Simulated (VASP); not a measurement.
# FeCo (Pm-3m) in VASP: notebook

The runs below take FeCo through single point, with PBE.

Program: VASP 6.6.1. These are calculated values, not measurements. Logs are shortened: lines on timing, memory, paths and dates and some standing lists are left out, and cuts for length are marked.

## (1) The cell of the first run

Symmetry: Pm-3m, No. 221, cubic system. Conventional cell: a = 2.857 Å, b = 2.857 Å, c = 2.857 Å, α = 90.00°, β = 90.00°, γ = 90.00°. Within 3.3 Å of Fe (site symmetry m-3m) lie 8 Co at 2.47 Å and 6 Fe at 2.86 Å. Co (site symmetry m-3m) has 8 Fe at 2.47 Å and 6 Co at 2.86 Å within 3.3 Å.

## (2) Single point, PBE, collinear spin, ferromagnetic start

The input, INCAR:

```
  PREC = Accurate
  ENCUT = 600
  EDIFF = 1E-6
  ISMEAR = -1
  SIGMA = 0.05
  LREAL = F
  LASPH = T
  NELM = 200
  ALGO = Normal
  ISIF = 2
  LWAVE = F
  LCHARG = F
  ISPIN = 2
  MAGMOM = 3 2
  LORBIT = 11
  LMAXMIX = 4
  GGA = PE
  NBANDS = 20
  GGA_COMPAT = F
```

The input, KPOINTS:

```
regular mesh
0
Gamma
  13 13 13
```

The input, POSCAR:

```
FeCo
1.0
    2.8570000000      0.0000000000      0.0000000000
    0.0000000000      2.8570000000      0.0000000000
    0.0000000000      0.0000000000      2.8570000000
Fe Co
1 1
Direct
    0.5000000000      0.5000000000      0.5000000000
    0.0000000000      0.0000000000      0.0000000000
```

Potentials or basis: VASP PAW PBE potentials, release 64 (Fe, Co).

Launch:

```
> cat potpaw_PBE.64/Fe/POTCAR potpaw_PBE.64/Co/POTCAR > POTCAR
> mpirun -np 1 vasp_std > vasp.out
```

OUTCAR:

```text
PREC = Accurate
   ENCUT = 600
   EDIFF = 1E-6
   ISMEAR = -1
   LREAL = F
   LASPH = T
   NELM = 200
   ISIF = 2
   ISPIN = 2
   LORBIT = 11
   GGA = PE

 ion  position               nearest neighbor table
   1  0.500  0.500  0.500-   2 2.47   2 2.47   2 2.47   2 2.47   2 2.47   2 2.47   2 2.47   2 2.47

   2  0.000  0.000  0.000-   1 2.47   1 2.47   1 2.47   1 2.47   1 2.47   1 2.47   1 2.47   1 2.47

  LATTYP: Found a simple cubic cell.
 ALAT       =     2.8570000000

  Lattice vectors:

 A1 = (   2.8570000000,   0.0000000000,   0.0000000000)
 A2 = (   0.0000000000,   2.8570000000,   0.0000000000)
 A3 = (   0.0000000000,   0.0000000000,   2.8570000000)

Analysis of symmetry for initial positions (statically):
=====================================================================
 Subroutine PRICEL returns:
 Original cell was already a primitive cell.

 Routine SETGRP: Setting up the symmetry group for a
 simple cubic supercell.

 Subroutine GETGRP returns: Found 48 space group operations
 (whereof 48 operations were pure point group operations)
 out of a pool of 48 trial point group operations.

The static configuration has the point symmetry O_h .

Analysis of symmetry for dynamics (positions and initial velocities):
=====================================================================
 Subroutine PRICEL returns:
 Original cell was already a primitive cell.

 Routine SETGRP: Setting up the symmetry group for a
 simple cubic supercell.

 Subroutine GETGRP returns: Found 48 space group operations
 (whereof 48 operations were pure point group operations)
 out of a pool of 48 trial point group operations.

The dynamic configuration has the point symmetry O_h .

Analysis of structural, dynamic, and magnetic symmetry:
=====================================================================
 Subroutine PRICEL returns:
 Original cell was already a primitive cell.

 Routine SETGRP: Setting up the symmetry group for a
 simple cubic supercell.

 Subroutine GETGRP returns: Found 48 space group operations
 (whereof 48 operations were pure point group operations)
 out of a pool of 48 trial point group operations.

The overall configuration has the point symmetry O_h .

 Subroutine INISYM returns: Found 48 space group operations
 (whereof 48 operations are pure point group operations),
 and found     1 'primitive' translations

----------------------------------------------------------------------------------------

                                     Primitive cell

  volume of cell :      23.3201

  direct lattice vectors                    reciprocal lattice vectors
     2.857000000  0.000000000  0.000000000     0.350017501  0.000000000  0.000000000
     0.000000000  2.857000000  0.000000000     0.000000000  0.350017501  0.000000000
     0.000000000  0.000000000  2.857000000     0.000000000  0.000000000  0.350017501

  length of vectors
     2.857000000  2.857000000  2.857000000     0.350017501  0.350017501  0.350017501

  position of ions in fractional coordinates (direct lattice)
     0.500000000  0.500000000  0.500000000
     0.000000000  0.000000000  0.000000000

  ion indices of the primitive-cell ions
   primitive index   ion index
                 1           1
                 2           2

----------------------------------------------------------------------------------------

 KPOINTS: regular mesh

Automatic generation of k-mesh.
 Grid dimensions read from file:
 generate k-points for:   13   13   13

 Generating k-lattice:

  Cartesian coordinates                     Fractional coordinates (reciprocal lattice)
     0.026924423  0.000000000  0.000000000     0.076923077  0.000000000  0.000000000
     0.000000000  0.026924423  0.000000000     0.000000000  0.076923077  0.000000000
     0.000000000  0.000000000  0.026924423     0.000000000  0.000000000  0.076923077

  Length of vectors
     0.026924423  0.026924423  0.026924423

  Shift w.r.t. Gamma in fractional coordinates (k-lattice)
     0.000000000  0.000000000  0.000000000

 Subroutine IBZKPT returns following result:
 ===========================================

 Found     84 irreducible k-points:

 Following reciprocal coordinates:
            Coordinates               Weight
  0.000000  0.000000  0.000000      1.000000
  0.076923  0.000000  0.000000      6.000000
  0.153846  0.000000  0.000000      6.000000
  0.230769  0.000000  0.000000      6.000000
  0.307692  0.000000  0.000000      6.000000
  0.384615  0.000000  0.000000      6.000000
[... 16 lines left out ...]
  0.307692  0.307692  0.000000     12.000000
  0.384615  0.307692  0.000000     24.000000
 [... further k-points ...]
   k-points           NKPTS =     84   k-points in BZ     NKDIM =     84   number of bands    NBANDS=     20
   number of dos      NEDOS =    301   number of ions     NIONS =      2
   total plane-waves  NPLWV =  13824
   dimension x,y,z NGX =    24 NGY =   24 NGZ =   24
   dimension x,y,z NGXF=    48 NGYF=   48 NGZF=   48
   ions per type =               1   1
   NGX,Y,Z   is equivalent  to a cutoff of  13.97, 13.97, 13.97 a.u.
   NGXF,Y,Z  is equivalent  to a cutoff of  27.93, 27.93, 27.93 a.u.
 SYSTEM =  unknown system
   PREC   = accura    normal or accurate (medium, high low for compatibility)
   ISTART =      0    job   : 0-new  1-cont  2-samecut
   ICHARG =      2    charge: 1-file 2-atom 10-const
   ISPIN  =      2    spin polarized calculation?
   LNONCOLLINEAR =      F non collinear calculations
   LSORBIT =      F    spin-orbit coupling
   LASPH  =      T    aspherical Exc in radial PAW
   ENCUT  =  600.0 eV  44.10 Ry    6.64 a.u.   5.71  5.71  5.71*2*pi/ulx,y,z
   NELM   =    200;   NELMIN=  2; NELMDL= -5     # of ELM steps
   EDIFF  = 0.1E-05   stopping-criterion for ELM
   LREAL  =      F    real-space projection
   EDIFFG = 0.1E-04   stopping-criterion for IOM
   NSW    =      0    number of steps for IOM
   IBRION =     -1    ionic relax: 0-MD 1-quasi-New 2-CG
   NFREE  =      0    steps in history (QN), initial steepest desc. (CG)
   ISIF   =      2    stress and relaxation
   ISYM   =      2    0-nonsym 1-usesym 2-fastsym
   POTIM  = 0.5000    time-step for ionic-motion
   TEBEG  =    0.0;   TEEND  =   0.0 temperature during run
   PSTRESS=    0.0 pullay stress
   NELECT =      17.0000    total number of electrons
   NUPDOWN=      -1.0000    fix difference up-down
   EMIN   =  10.00;   EMAX   =-10.00  energy-range for DOS
   EFERMI =   0.00;   METHOD = LEGACY
   ISMEAR =    -1;   SIGMA  =   0.05  broadening in eV -4-tet -1-fermi 0-gaus
   EFERMI_NEDOS =   21; number of points for ismear=-14 and -15
   IALGO  =     38    algorithm
   IMIX   =      4    mixing-type and parameters
     AMIX     =   0.40;   BMIX     =  1.00
     AMIX_MAG =   1.60;   BMIX_MAG =  1.00
  volume/ion in A,a.u.               =      11.66        78.69
  Fermi-wavevector in a.u.,A,eV,Ry     =   1.473378  2.784281 29.536115  2.170843
  Thomas-Fermi vector in A             =   2.588279
   LORBIT       =     11    0 simple, 1 ext, 2 COOP (PROOUT), +10 PAW based schemes
   GGA     = PE    functional components
   LHFCALC =     F    Hartree Fock is set to
   AEXX    =    0.0000 exact exchange contribution
   IVDW    =     0    specifies the selected vdW correction
   LEPSILON=     F    determine dielectric tensor
   LRPA    =     F    only Hartree local field effects (RPA)
 spin polarized calculation
  energy-cutoff  :      600.00
  volume of cell :       23.32
 maximum number of plane-waves:       800
 NGX is ok and might be reduce to    24
   NGX = 11   NGY = 11   NGZ = 11

 number of electron      16.9999996 magnetization       4.5253669

 Free energy of the ion-electron system (eV)
  ---------------------------------------------------
  ext. energy  EPLUGINS =         0.00000000
  ---------------------------------------------------
  free energy    TOTEN  =       -15.40499972 eV

  energy without entropy =      -15.39283955  energy(sigma->0) =      -15.39891964

 E-fermi :   7.9576     XC(G=0): -12.9739

 val. band max:        7.9562099094   @ k =   0.3846   0.2308   0.0000
 cond. band min:       7.9722890922   @ k =   0.3846   0.0769   0.0769
 fundamental gap:      0.0160791828
 Fermi energy:         7.9576153991

 spin component 1

 k-point     1 :       0.0000    0.0000    0.0000
  band No.  band energies     occupation
      1      -0.9995      1.00000
      2       2.6069      1.00000
      3       2.6069      1.00000
      4       4.8569      1.00000
      5       4.8569      1.00000
      6       4.8569      1.00000
[... 12 lines left out ...]
     19      32.2964      0.00000
     20      32.2964      0.00000

 k-point     2 :       0.0769    0.0000    0.0000
  band No.  band energies     occupation
      1      -0.8803      1.00000
      2       2.6543      1.00000
      3       2.6554      1.00000
      4       4.8563      1.00000
      5       4.8563      1.00000
      6       4.8869      1.00000
[... 12 lines left out ...]
     19      32.1415      0.00000
     20      32.1415      0.00000

 k-point     3 :       0.1538    0.0000    0.0000
  band No.  band energies     occupation
      1      -0.5285      1.00000
      2       2.7886      1.00000
      3       2.7938      1.00000
      4       4.8584      1.00000
      5       4.8584      1.00000
      6       4.9755      1.00000
[... 12 lines left out ...]
     19      31.4459      0.00000
     20      31.4459      0.00000

 k-point     4 :       0.2308    0.0000    0.0000
  band No.  band energies     occupation
      1       0.0368      1.00000
      2       2.9696      1.00000
      3       3.0184      1.00000
      4       4.8739      1.00000
      5       4.8739      1.00000
      6       5.1178      1.00000
[... 429 lines left out ...]
 k-point    23 :       0.3077    0.3077    0.0000
  band No.  band energies     occupation
      1       1.9523      1.00000
      2       3.0859      1.00000
      3       4.1701      1.00000
      4       4.1978      1.00000
      5       4.7109      1.00000
      6       4.9924      1.00000
[... 12 lines left out ...]
     19      30.6889      0.00000
     20      32.5361      0.00000

 k-point    24 :       0.3846    0.3077    0.0000
  band No.  band energies     occupation
      1       2.3066      1.00000
      2       2.9553      1.00000
      3       4.1310      1.00000
      4       4.4424      1.00000
      5       4.5509      1.00000
      6       5.2312      1.00000
[... 12 lines left out ...]
     19      31.2301      0.00000
     20      33.8737      0.00000

 [... further k-points ...]

 spin component 2

 k-point     1 :       0.0000    0.0000    0.0000
  band No.  band energies     occupation
      1      -0.8576      1.00000
      2       4.5075      1.00000
      3       4.5076      1.00000
      4       6.7867      1.00000
      5       6.7867      1.00000
      6       6.7867      1.00000
[... 12 lines left out ...]
     19      32.0423      0.00000
     20      32.0423      0.00000

 k-point     2 :       0.0769    0.0000    0.0000
  band No.  band energies     occupation
      1      -0.7380      1.00000
      2       4.5444      1.00000
      3       4.5646      1.00000
      4       6.7801      1.00000
      5       6.7801      1.00000
      6       6.8174      1.00000
[... 12 lines left out ...]
     19      31.9498      0.00000
     20      31.9498      0.00000

 k-point     3 :       0.1538    0.0000    0.0000
  band No.  band energies     occupation
      1      -0.3838      1.00000
      2       4.6352      1.00000
      3       4.7330      1.00000
      4       6.7644      1.00000
      5       6.7644      1.00000
      6       6.9070      1.00000
[... 12 lines left out ...]
     19      31.4847      0.00000
     20      31.4847      0.00000

 k-point     4 :       0.2308    0.0000    0.0000
  band No.  band energies     occupation
      1       0.1899      1.00000
      2       4.7172      1.00000
      3       5.0049      1.00000
      4       6.7515      1.00000
      5       6.7515      1.00000
      6       7.0476      1.00000
[... 429 lines left out ...]
 k-point    23 :       0.3077    0.3077    0.0000
  band No.  band energies     occupation
      1       2.3969      1.00000
      2       4.6912      1.00000
      3       5.9190      1.00000
      4       6.0249      1.00000
      5       6.4980      1.00000
      6       6.5237      1.00000
[... 12 lines left out ...]
     19      31.0359      0.00000
     20      32.7419      0.00000

 k-point    24 :       0.3846    0.3077    0.0000
  band No.  band energies     occupation
      1       3.0112      1.00000
      2       4.4148      1.00000
      3       5.9434      1.00000
      4       6.2505      1.00000
      5       6.2683      1.00000
      6       6.5906      1.00000
[... 12 lines left out ...]
     19      31.6598      0.00000
     20      34.1517      0.00000

 [... further k-points ...]

------------------------ aborting loop because EDIFF is reached ----------------------------------------

  FORCE on cell =-STRESS in cart. coord.  units (eV):
  Direction    XX          YY          ZZ          XY          YZ          ZX
  --------------------------------------------------------------------------------------
  -------------------------------------------------------------------------------------
  Total       -0.4269865     -0.4269865     -0.4269865     -0.0000000      0.0000000      0.0000000
  in kB      -29.3355316    -29.3355316    -29.3355316     -0.0000000      0.0000000      0.0000000
  external PRESSURE =     -29.3355316 kB  Pullay stress =       0.0000000 kB

 VOLUME and BASIS-vectors are now :
 -----------------------------------------------------------------------------
  energy-cutoff  :      600.00
  volume of cell :       23.32
      direct lattice vectors                 reciprocal lattice vectors
     2.857000000  0.000000000  0.000000000     0.350017501  0.000000000  0.000000000
     0.000000000  2.857000000  0.000000000     0.000000000  0.350017501  0.000000000
     0.000000000  0.000000000  2.857000000     0.000000000  0.000000000  0.350017501

 POSITION                                       TOTAL-FORCE (eV/Angst)
 -----------------------------------------------------------------------------------
      1.42850      1.42850      1.42850         0.000000      0.000000      0.000000
      0.00000      0.00000      0.00000         0.000000      0.000000      0.000000
 -----------------------------------------------------------------------------------
    total drift:                                0.000000      0.000000     -0.000000

  FREE ENERGIE OF THE ION-ELECTRON SYSTEM (eV)
  ---------------------------------------------------
  free  energy   TOTEN  =       -15.4049997210 eV

  energy  without entropy=      -15.3928395501  energy(sigma->0) =      -15.39891964

 total charge

# of ion       s       p       d       tot
------------------------------------------
    1        0.468   0.515   6.143   7.126
    2        0.478   0.499   7.235   8.212
--------------------------------------------------
tot          0.946   1.014  13.378  15.338

 magnetization (x)

# of ion       s       p       d       tot
------------------------------------------
    1        0.001  -0.045   2.832   2.788
    2       -0.011  -0.055   1.829   1.763
--------------------------------------------------
tot         -0.010  -0.100   4.661   4.551
```

Run time: 29 s. Hardware: 1 thread of Intel Xeon 6975P-C (Granite Rapids), shared host; peak memory 0.2 GiB.

Results:

- Free energy: -15.4050 eV
- Pressure: -2.9 GPa
- Net moment: 4.53 μB per cell
- Site moments: Fe +2.79; Co +1.76 μB
- Valence electrons inside the program's atomic spheres: Fe 7.13; Co 8.21

Levels at points of the mesh, in eV from the Fermi level:
Spin up:
| k point | band 8 | band 9 | band 10 | band 11 | band 12 | band 13 | band 14 | band 15 |
| --- | --- | --- | --- | --- | --- | --- | --- | --- |
| (0.00, 0.00, 0.00) | -2.04 | -0.95 | -0.95 | -0.95 | 8.99 | 8.99 | 8.99 | 14.53 |
Spin down:
```
           k point  band 4  band 5  band 6  band 7  band 8  band 9
(0.00, 0.00, 0.00)   -1.17   -1.17   -1.17    0.78    0.78    1.46
```

## (3) Single point, PBE, collinear spin, ferrimagnetic start

The input, INCAR:

```
SYSTEM = FeCo
PREC = Accurate
ENCUT = 600
EDIFF = 1E-6
ISMEAR = -1
SIGMA = 0.05
LREAL = .FALSE.
LASPH = .TRUE.
NELM = 200
ALGO = Normal
ISIF = 2
LWAVE = .FALSE.
LCHARG = .FALSE.
ISPIN = 2
MAGMOM = 3 -2
LORBIT = 11
LMAXMIX = 4
GGA = PE
NBANDS = 20
GGA_COMPAT = .FALSE.
```

The input, KPOINTS:

```
regular mesh
0
G
  13 13 13
  0 0 0
```

POSCAR is that of step 2.

Potentials or basis: VASP PAW PBE potentials, release 64 (Fe, Co).

Launch:

```
> cat potpaw_PBE.64/Fe/POTCAR potpaw_PBE.64/Co/POTCAR > POTCAR
> mpirun -np 1 vasp_std > vasp.out
```

Run time: 70 s. Hardware: 1 thread of Intel Xeon 6975P-C (Granite Rapids), shared host; peak memory 0.2 GiB.

Results (log left out):

```
Free energy                                           : -14.2792 eV
Pressure                                              : -14.6 GPa
Net moment                                            : -0.33 μB per cell
Site moments                                          : Fe +0.96; Co -1.29 μB
Valence electrons inside the program's atomic spheres : Fe 7.17; Co 8.18
```

Levels at points of the mesh, in eV from the Fermi level:
Spin up:
| k point | band 6 | band 7 | band 8 | band 9 | band 10 | band 11 |
| --- | --- | --- | --- | --- | --- | --- |
| (0.00, 0.00, 0.00) | -1.66 | 0.00 | 0.00 | 0.62 | 0.62 | 0.62 |
Spin down:
```csv
k point,band 6,band 7,band 8,band 9,band 10,band 11,band 12,band 13
"(0.00, 0.00, 0.00)",-1.96,-0.28,-0.28,0.83,0.83,0.83,9.61,9.61
```

Caveat: the cell stands under tension.
